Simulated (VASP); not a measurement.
# Al2O3 (P-3m1) in VASP: a series of runs, part 2 of 2

VASP 6.6.1.

### 4 Single point, PBEsol

This run uses another cell than the first one, of 9.22 Å³/atom, 0.728 times its volume.

Contents of INCAR:

```
  PREC = Accurate
  ENCUT = 520
  EDIFF = 1E-7
  ISMEAR = -1
  SIGMA = 0.05
  LREAL = F
  LASPH = T
  NELM = 100
  ALGO = Normal
  ISIF = 2
  LWAVE = F
  LCHARG = T
  GGA = PS
  LELF = T
  LVHAR = T
  NBANDS = 20
```

Contents of KPOINTS:

```
regular mesh
0
Gamma
  10 10 4
```

Contents of POSCAR:

```
Al2O3
1.0
    2.8535645984      0.0000000000      0.0000000000
   -1.4267822992      2.4712594335      0.0000000000
    0.0000000000      0.0000000000      6.5368120537
Al O
2 3
Direct
    0.0000000000      0.0000000000      0.7497827709
    0.0000000000      0.0000000000      0.2502172291
    0.0000000000      0.0000000000      0.5000000000
    0.6666666667      0.3333333333      0.8420422051
    0.3333333333      0.6666666667      0.1579577949
```

Potentials or basis: VASP PAW PBE potentials, release 64 (Al, O).

On the command line:

```bash
> cat potpaw_PBE.64/Al/POTCAR potpaw_PBE.64/O/POTCAR > POTCAR
> mpirun -np 1 vasp_std > vasp.out
```

OUTCAR:

```text
PREC = Accurate
   ENCUT = 520
   EDIFF = 1E-7
   ISMEAR = -1
   LREAL = F
   LASPH = T
   NELM = 100
   ISIF = 2
   GGA = PS

 ion  position               nearest neighbor table
   1  0.000  0.000  0.750-   3 1.63   4 1.75   4 1.75   4 1.75   2 3.27   2 3.27
   2  0.000  0.000  0.250-   3 1.63   5 1.75   5 1.75   5 1.75   1 3.27   1 3.27
   3  0.000  0.000  0.500-   1 1.63   2 1.63
   4  0.667  0.333  0.842-   1 1.75   1 1.75   1 1.75
   5  0.333  0.667  0.158-   2 1.75   2 1.75   2 1.75

  LATTYP: Found a hexagonal cell.
 ALAT       =     2.8535645984
 C/A-ratio  =     2.2907531364

  Lattice vectors:

 A1 = (   2.8535645984,   0.0000000000,   0.0000000000)
 A2 = (  -1.4267822992,   2.4712594335,   0.0000000000)
 A3 = (   0.0000000000,   0.0000000000,   6.5368120537)

Analysis of symmetry for initial positions (statically):
=====================================================================
 Subroutine PRICEL returns:
 Original cell was already a primitive cell.

 Routine SETGRP: Setting up the symmetry group for a
 hexagonal supercell.

 Subroutine GETGRP returns: Found 12 space group operations
 (whereof 12 operations were pure point group operations)
 out of a pool of 24 trial point group operations.

The static configuration has the point symmetry D_3d.

Analysis of symmetry for dynamics (positions and initial velocities):
=====================================================================
 Subroutine PRICEL returns:
 Original cell was already a primitive cell.

 Routine SETGRP: Setting up the symmetry group for a
 hexagonal supercell.

 Subroutine GETGRP returns: Found 12 space group operations
 (whereof 12 operations were pure point group operations)
 out of a pool of 24 trial point group operations.

The dynamic configuration has the point symmetry D_3d.

 Subroutine INISYM returns: Found 12 space group operations
 (whereof 12 operations are pure point group operations),
 and found     1 'primitive' translations
[... 120 lines left out ...]
     AMIX     =   0.40;   BMIX     =  1.00
     AMIX_MAG =   1.60;   BMIX_MAG =  1.00
  volume/ion in A,a.u.               =       9.22        62.22
  Fermi-wavevector in a.u.,A,eV,Ry     =   1.317006  2.488781 23.599386  1.734506
  Thomas-Fermi vector in A             =   2.447078
   LORBIT       =      0    0 simple, 1 ext, 2 COOP (PROOUT), +10 PAW based schemes
   GGA     = PS    functional components
   LHFCALC =     F    Hartree Fock is set to
   AEXX    =    0.0000 exact exchange contribution
   IVDW    =     0    specifies the selected vdW correction
   LEPSILON=     F    determine dielectric tensor
   LRPA    =     F    only Hartree local field effects (RPA)
 non-spin polarized calculation
  energy-cutoff  :      520.00
  volume of cell :       46.10
 maximum number of plane-waves:      1260
 NGX is ok and might be reduce to    24
   NGX = 11   NGY = 11   NGZ = 25

 number of electron      24.0000000 magnetization

 Free energy of the ion-electron system (eV)
  ---------------------------------------------------
  ext. energy  EPLUGINS =         0.00000000
  ---------------------------------------------------
  free energy    TOTEN  =       -36.92125574 eV

  energy without entropy =      -36.92125574  energy(sigma->0) =      -36.92125574

 E-fermi :   7.5227     XC(G=0): -11.3931

 val. band max:        6.4931998088   @ k =   0.0000   0.0000   0.0000
 cond. band min:       9.6725647290   @ k =   0.0000   0.0000   0.0000
 fundamental gap:      3.1793649201
 Fermi energy:         7.5227024486

 k-point     1 :       0.0000    0.0000    0.0000
  band No.  band energies     occupation
      1     -14.4327      2.00000
      2     -13.5417      2.00000
      3     -10.9265      2.00000
      4       0.2044      2.00000
      5       0.3740      2.00000
      6       2.2744      2.00000
[... 541 lines left out ...]
     19      20.3520      0.00000
     20      20.4228      0.00000

 [... further k-points ...]

------------------------ aborting loop because EDIFF is reached ----------------------------------------

  FORCE on cell =-STRESS in cart. coord.  units (eV):
  Direction    XX          YY          ZZ          XY          YZ          ZX
  --------------------------------------------------------------------------------------
  -------------------------------------------------------------------------------------
  Total        8.8138970      8.8138970      9.0348297      0.0000000      0.0000000      0.0000000
  in kB      306.3419733    306.3419733    314.0208661      0.0000000      0.0000000      0.0000000
  external PRESSURE =     308.9016042 kB  Pullay stress =       0.0000000 kB

 VOLUME and BASIS-vectors are now :
 -----------------------------------------------------------------------------
  energy-cutoff  :      520.00
  volume of cell :       46.10
      direct lattice vectors                 reciprocal lattice vectors
     2.853564598  0.000000000  0.000000000     0.350438886  0.202325985  0.000000000
    -1.426782299  2.471259434  0.000000000     0.000000000  0.404651971  0.000000000
     0.000000000  0.000000000  6.536812054     0.000000000  0.000000000  0.152979769

 POSITION                                       TOTAL-FORCE (eV/Angst)
 -----------------------------------------------------------------------------------
      0.00000      0.00000      4.90119         0.000000     -0.000000      0.112432
      0.00000      0.00000      1.63562        -0.000000      0.000000     -0.112432
      0.00000      0.00000      3.26841        -0.000000      0.000000      0.000000
      1.42678      0.82375      5.50427         0.000000     -0.000000      0.016921
     -0.00000      1.64751      1.03254        -0.000000      0.000000     -0.016921
 -----------------------------------------------------------------------------------
    total drift:                               -0.000000      0.000000      0.000000

  FREE ENERGIE OF THE ION-ELECTRON SYSTEM (eV)
  ---------------------------------------------------
  free  energy   TOTEN  =       -36.9212557414 eV

  energy  without entropy=      -36.9212557413  energy(sigma->0) =      -36.92125574
```

Run time: 33 s. Hardware: 1 thread of Intel Xeon Platinum 8488C (Sapphire Rapids), shared host; peak memory 0.19 GiB.

What came out:

* Free energy: -36.9213 eV
* Pressure: 30.9 GPa
* Largest force: 0.112 eV/Å
* Band gap on the k mesh: 3.18 eV, direct

Forces on the atoms (eV/Å):
```
Al   0.000  0.000  0.112
Al   0.000  0.000 -0.112
O    0.000  0.000  0.000
O    0.000  0.000  0.017
O    0.000  0.000 -0.017
```

Levels at points of the mesh, in eV from the valence-band top:
| k point | band 9 | band 10 | band 11 | band 12 | band 13 | band 14 | band 15 | band 16 |
| --- | --- | --- | --- | --- | --- | --- | --- | --- |
| (0.00, 0.00, 0.00) | -4.00 | -2.05 | 0.00 | 0.00 | 3.18 | 5.77 | 8.26 | 11.20 |
| (0.50, 0.00, 0.00) | -4.02 | -3.34 | -2.36 | -0.66 | 3.98 | 6.85 | 8.84 | 10.59 |
| (0.00, 0.00, 0.50) | -3.97 | -3.46 | 0.00 | 0.00 | 4.37 | 4.75 | 8.75 | 10.06 |
| (0.50, 0.00, 0.50) | -4.22 | -3.87 | -2.07 | -0.64 | 5.11 | 5.22 | 9.28 | 9.81 |

Caveat: the PAW data sets were made with another functional, which shifts forces and pressure a little. A k mesh can miss the band edges.

### 5 Single point, PBEsol

This run uses another cell than the first one, of 9.65 Å³/atom, 0.762 times its volume.

Contents of INCAR:

```
PREC = Accurate
ENCUT = 520
EDIFF = 1E-6
ISMEAR = -1
SIGMA = 0.05
LREAL = False
LASPH = True
NELM = 80
ALGO = Normal
ISIF = 2
LWAVE = False
LCHARG = False
GGA = PS
NBANDS = 20
```

KPOINTS is that of step 4.

Contents of POSCAR:

```
Al2O3
1.0
    2.8908318662      0.0000000000      0.0000000000
   -1.4454159331      2.5035338342      0.0000000000
    0.0000000000      0.0000000000      6.6694943821
Al O
2 3
Direct
    0.0000000000      0.0000000000      0.7465167024
    0.0000000000      0.0000000000      0.2534832976
    0.0000000000      0.0000000000      0.5000000000
    0.6666666667      0.3333333333      0.8365973584
    0.3333333333      0.6666666667      0.1634026416
```

Potentials or basis: VASP PAW PBE potentials, release 64 (Al, O).

On the command line:

```bash
> cat potpaw_PBE.64/Al/POTCAR potpaw_PBE.64/O/POTCAR > POTCAR
> mpirun -np 1 vasp_std > vasp.out
```

OUTCAR:

```text
PREC = Accurate
   ENCUT = 520
   EDIFF = 1E-6
   ISMEAR = -1
   LREAL = False
   LASPH = True
   NELM = 80
   ISIF = 2
   GGA = PS

 ion  position               nearest neighbor table
   1  0.000  0.000  0.747-   3 1.64   4 1.77   4 1.77   4 1.77   2 3.29
   2  0.000  0.000  0.253-   3 1.64   5 1.77   5 1.77   5 1.77   1 3.29
   3  0.000  0.000  0.500-   1 1.64   2 1.64
   4  0.667  0.333  0.837-   1 1.77   1 1.77   1 1.77
   5  0.333  0.667  0.163-   2 1.77   2 1.77   2 1.77

  LATTYP: Found a hexagonal cell.
 ALAT       =     2.8908318662
 C/A-ratio  =     2.3071194351

  Lattice vectors:

 A1 = (   2.8908318662,   0.0000000000,   0.0000000000)
 A2 = (  -1.4454159331,   2.5035338342,   0.0000000000)
 A3 = (   0.0000000000,   0.0000000000,   6.6694943821)

Analysis of symmetry for initial positions (statically):
=====================================================================
 Subroutine PRICEL returns:
 Original cell was already a primitive cell.

 Routine SETGRP: Setting up the symmetry group for a
 hexagonal supercell.

 Subroutine GETGRP returns: Found 12 space group operations
 (whereof 12 operations were pure point group operations)
 out of a pool of 24 trial point group operations.

The static configuration has the point symmetry D_3d.

Analysis of symmetry for dynamics (positions and initial velocities):
=====================================================================
 Subroutine PRICEL returns:
 Original cell was already a primitive cell.

 Routine SETGRP: Setting up the symmetry group for a
 hexagonal supercell.

 Subroutine GETGRP returns: Found 12 space group operations
 (whereof 12 operations were pure point group operations)
 out of a pool of 24 trial point group operations.
[... 122 lines left out ...]
   ISMEAR =    -1;   SIGMA  =   0.05  broadening in eV -4-tet -1-fermi 0-gaus
   EFERMI_NEDOS =   21; number of points for ismear=-14 and -15
   IALGO  =     38    algorithm
   IMIX   =      4    mixing-type and parameters
     AMIX     =   0.40;   BMIX     =  1.00
     AMIX_MAG =   1.60;   BMIX_MAG =  1.00
  volume/ion in A,a.u.               =       9.65        65.15
  Fermi-wavevector in a.u.,A,eV,Ry     =   1.296947  2.450874 22.885967  1.682071
  Thomas-Fermi vector in A             =   2.428371
   LORBIT       =      0    0 simple, 1 ext, 2 COOP (PROOUT), +10 PAW based schemes
   GGA     = PS    functional components
   LHFCALC =     F    Hartree Fock is set to
   AEXX    =    0.0000 exact exchange contribution
   IVDW    =     0    specifies the selected vdW correction
   LEPSILON=     F    determine dielectric tensor
   LRPA    =     F    only Hartree local field effects (RPA)
 non-spin polarized calculation
  energy-cutoff  :      520.00
  volume of cell :       48.27
 maximum number of plane-waves:      1345
 NGX is ok and might be reduce to    24
   NGX = 11   NGY = 11   NGZ = 25

 number of electron      23.9999993 magnetization

 Free energy of the ion-electron system (eV)
  ---------------------------------------------------
  ext. energy  EPLUGINS =         0.00000000
  ---------------------------------------------------
  free energy    TOTEN  =       -37.26641411 eV

  energy without entropy =      -37.26641411  energy(sigma->0) =      -37.26641411

 E-fermi :   7.0259     XC(G=0): -11.1497

 val. band max:        5.9546764910   @ k =   0.0000   0.0000   0.0000
 cond. band min:       8.8768170751   @ k =   0.0000   0.0000   0.0000
 fundamental gap:      2.9221405842
 Fermi energy:         7.0258977760

 k-point     1 :       0.0000    0.0000    0.0000
  band No.  band energies     occupation
      1     -14.6323      2.00000
      2     -13.9194      2.00000
      3     -11.3044      2.00000
      4      -0.2261      2.00000
      5       0.1561      2.00000
      6       1.8512      2.00000
[... 541 lines left out ...]
     19      19.3885      0.00000
     20      19.6587      0.00000

 [... further k-points ...]

------------------------ aborting loop because EDIFF is reached ----------------------------------------

  FORCE on cell =-STRESS in cart. coord.  units (eV):
  Direction    XX          YY          ZZ          XY          YZ          ZX
  --------------------------------------------------------------------------------------
  -------------------------------------------------------------------------------------
  Total        6.1579058      6.1579058      6.3727812      0.0000000      0.0000000     -0.0000000
  in kB      204.3969513    204.3969513    211.5292270      0.0000000      0.0000000     -0.0000000
  external PRESSURE =     206.7743765 kB  Pullay stress =       0.0000000 kB

 VOLUME and BASIS-vectors are now :
 -----------------------------------------------------------------------------
  energy-cutoff  :      520.00
  volume of cell :       48.27
      direct lattice vectors                 reciprocal lattice vectors
     2.890831866  0.000000000  0.000000000     0.345921190  0.199717692  0.000000000
    -1.445415933  2.503533834  0.000000000     0.000000000  0.399435385  0.000000000
     0.000000000  0.000000000  6.669494382     0.000000000  0.000000000  0.149936403

 POSITION                                       TOTAL-FORCE (eV/Angst)
 -----------------------------------------------------------------------------------
      0.00000      0.00000      4.97889        -0.000000      0.000000      0.106842
      0.00000      0.00000      1.69061         0.000000      0.000000     -0.106842
      0.00000      0.00000      3.33475        -0.000000      0.000000      0.000000
      1.44542      0.83451      5.57968         0.000000     -0.000000      0.009147
     -0.00000      1.66902      1.08981        -0.000000      0.000000     -0.009147
 -----------------------------------------------------------------------------------
    total drift:                                0.000000     -0.000000      0.000000

  FREE ENERGIE OF THE ION-ELECTRON SYSTEM (eV)
  ---------------------------------------------------
  free  energy   TOTEN  =       -37.2664141070 eV

  energy  without entropy=      -37.2664141070  energy(sigma->0) =      -37.26641411
```

OSZICAR:

```text
N       E                     dE             d eps       ncg     rms          rms(c)
DAV:   1     0.951132421062E+02    0.95113E+02   -0.12894E+04  2000   0.112E+03
DAV:   2    -0.368446583201E+02   -0.13196E+03   -0.12645E+03  2400   0.243E+02
DAV:   3    -0.423558752936E+02   -0.55112E+01   -0.54937E+01  2552   0.513E+01
DAV:   4    -0.423895726725E+02   -0.33697E-01   -0.33692E-01  2504   0.448E+00
DAV:   5    -0.423899135128E+02   -0.34084E-03   -0.34083E-03  2592   0.437E-01    0.136E+01
DAV:   6    -0.374243740660E+02    0.49655E+01   -0.15143E+01  2208   0.272E+01    0.524E+00
DAV:   7    -0.373291498420E+02    0.95224E-01   -0.42937E-01  2468   0.491E+00    0.265E+00
DAV:   8    -0.372711319571E+02    0.58018E-01   -0.62554E-02  2632   0.247E+00    0.758E-01
DAV:   9    -0.372660789102E+02    0.50530E-02   -0.19532E-02  2720   0.130E+00    0.250E-01
DAV:  10    -0.372664039440E+02   -0.32503E-03   -0.22766E-03  2292   0.337E-01    0.143E-01
DAV:  11    -0.372664248748E+02   -0.20931E-04   -0.39673E-04  2496   0.136E-01    0.260E-02
DAV:  12    -0.372664156922E+02    0.91826E-05   -0.71845E-05  2604   0.700E-02    0.133E-02
DAV:  13    -0.372664143860E+02    0.13062E-05   -0.10366E-05  2472   0.239E-02    0.427E-03
DAV:  14    -0.372664141070E+02    0.27901E-06   -0.94582E-07  1488   0.776E-03
   1 F= -.37266414E+02 E0= -.37266414E+02  d E =-.447222E-10
```

Wall time 31 s (1 thread of Intel Xeon Platinum 8488C (Sapphire Rapids), shared host); peak memory 0.18 GiB.

Results:

```
Free energy            : -37.2664 eV
Pressure               : 20.7 GPa
Largest force          : 0.107 eV/Å
Band gap on the k mesh : 2.92 eV, direct
```

Forces in eV/Å, atoms in the order of the input:
```
Al   0.000  0.000  0.107
Al   0.000  0.000 -0.107
O    0.000  0.000  0.000
O    0.000  0.000  0.009
O    0.000  0.000 -0.009
```

Caveat: the PAW data sets were made with another functional, which shifts forces and pressure a little.

### 6 Overview

```tsv
level	potentials or basis	cell	gap on the mesh (eV)	pressure (GPa)	largest force (eV/Å)
LDA	VASP PAW LDA potentials, release 64 (Al, O)	a = 3.077, b = 3.077, c = 7.723 Å, angles 90.0, 90.0, 120.0°, 5 atoms	1.79	-15.2	0.84
PBEsol	VASP PAW PBE potentials, release 64 (Al, O)	a = 3.077, b = 3.077, c = 7.723 Å, angles 90.0, 90.0, 120.0°, 5 atoms	1.80	-11.6	0.61
PBEsol	VASP PAW PBE potentials, release 64 (Al, O)	a = 2.854, b = 2.854, c = 6.537 Å, angles 90.0, 90.0, 120.0°, 5 atoms	3.18	30.9	0.11
PBEsol	VASP PAW PBE potentials, release 64 (Al, O)	a = 2.891, b = 2.891, c = 6.669 Å, angles 90.0, 90.0, 120.0°, 5 atoms	2.92	20.7	0.11
```

Alike in all rows: task single point; no spin polarisation; k mesh 10 × 10 × 4; cutoff (eV) 520; smearing fermi-dirac 0.05 eV.

Caveats: the PAW data sets were made with another functional, which shifts forces and pressure a little (some runs).

Absolute energies hang on the potentials; compare differences alone.
